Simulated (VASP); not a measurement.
The system is Si2Ni.

```
Si Ni
1.0
     0.00000    2.69750    2.69750
     2.69750    0.00000    2.69750
     2.69750    2.69750    0.00000
Si Ni
2 1
Direct
  0.25000 0.25000 0.25000
  0.75000 0.75000 0.75000
  0.00000 0.00000 0.00000
```

Base run:

- Program: VASP 6.6.1
- Functional: LDA
- Potentials or basis: VASP PAW LDA potentials, release 64 (Si, Ni)
- Cutoff: 520 eV
- k mesh: 8 × 8 × 8
- Occupations: gaussian, width 0.05 eV
- Spin: collinear spin
- Starting moments: [0.0, 0.0, 0.05] μB

Its results: band gap on the k mesh zero (filled and empty bands overlap); pressure -4.1 GPa; net moment 0.00 μB per cell.

The run is repeated on the same cell with these changes: functional from LDA to revPBE; potentials or basis from VASP PAW LDA potentials, release 64 (Si, Ni) to VASP PAW PBE potentials, release 64 (Si, Ni). What comes out?

Band gap on the k mesh zero (filled and empty bands overlap); pressure 5.6 GPa; net moment 0.00 μB per cell.

Caveats: the cell stands under tension (at least some runs); the cell stands under pressure (at least some runs); the PAW data sets were made with another functional, which shifts forces and pressure a little (at least some runs).
